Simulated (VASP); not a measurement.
Zr2TeS:

```
Zr Te S
1.0
     1.93879    1.11936    6.33206
    -1.93879    1.11936    6.33206
     0.00000   -2.23872    6.33206
Zr Te S
2 1 1
Direct
  0.25000 0.25000 0.25000
  0.75000 0.75000 0.75000
  0.00000 0.00000 0.00000
  0.50000 0.50000 0.50000
```

| Property | Result |
| --- | --- |
| Program | VASP 6.6.1 |
| Task | relaxation of cell and atoms |
| Functional | PBEsol |
| Potentials or basis | VASP PAW PBE potentials, release 64 (Zr_sv, Te, S) |
| Cutoff | 600 eV |
| k mesh | 6 × 6 × 6 |
| Occupations | gaussian, width 0.1 eV |
| Spin | no spin polarisation |

At the start: pressure 3.3 GPa; volume 20.61 Å³/atom.

**Question.** How do energy, volume and symmetry change on relaxing?

**Answer.** Over 15 steps the energy falls by 413.6 meV/atom and the volume is 20.71 Å³/atom (+0.5 %); space group R-3m (No. 166, to 0.05 Å).

Step by step:
| step | energy change (eV) | largest force (eV/Å) | pressure (GPa) | volume (Å³) |
| --- | --- | --- | --- | --- |
| 1 | 0.0000 | 2.2268 | 3.33 | 82.45 |
| 2 | -0.4033 | 2.0150 | -5.49 | 87.67 |
| 3 | -0.5464 | 1.9412 | -12.97 | 95.80 |
| 4 | -0.6685 | 1.8392 | -12.98 | 95.79 |
| 5 | -0.9731 | 1.3079 | -12.50 | 95.75 |
| 6 | -1.1014 | 0.8723 | -9.11 | 95.68 |
| 7 | -1.1498 | 0.1498 | -10.85 | 95.71 |
| 8 | -1.3271 | 0.0665 | -8.96 | 92.86 |
| 9 | -1.5947 | 0.1711 | -2.55 | 85.92 |
| 10 | -1.6162 | 0.2720 | 0.98 | 83.12 |
| 11 | -1.6169 | 0.2574 | 0.42 | 83.53 |
| 12 | -1.6239 | 0.2189 | 0.38 | 83.49 |
| 13 | -1.6400 | 0.0816 | 0.26 | 83.34 |
| 14 | -1.6516 | 0.0185 | 0.06 | 83.01 |
| 15 | -1.6545 | 0.0330 | -0.03 | 82.84 |

Final structure:
```xyz
4
Lattice="1.9006 1.0973 6.6203 -1.9006 1.0973 6.6203 0.0000 -2.1946 6.6203" Properties=species:S:1:pos:R:3 pbc="T T T"
Zr    0.0000    0.0000    4.5286
Zr    0.0000    0.0000   15.3323
Te    0.0000    0.0000    0.0000
S     0.0000    0.0000    9.9304
```

Caveat: the PAW data sets were made with another functional, which shifts forces and pressure a little; the relaxation stopped at a loose force limit of 0.05 eV/Å, so its end isn't a converged minimum.
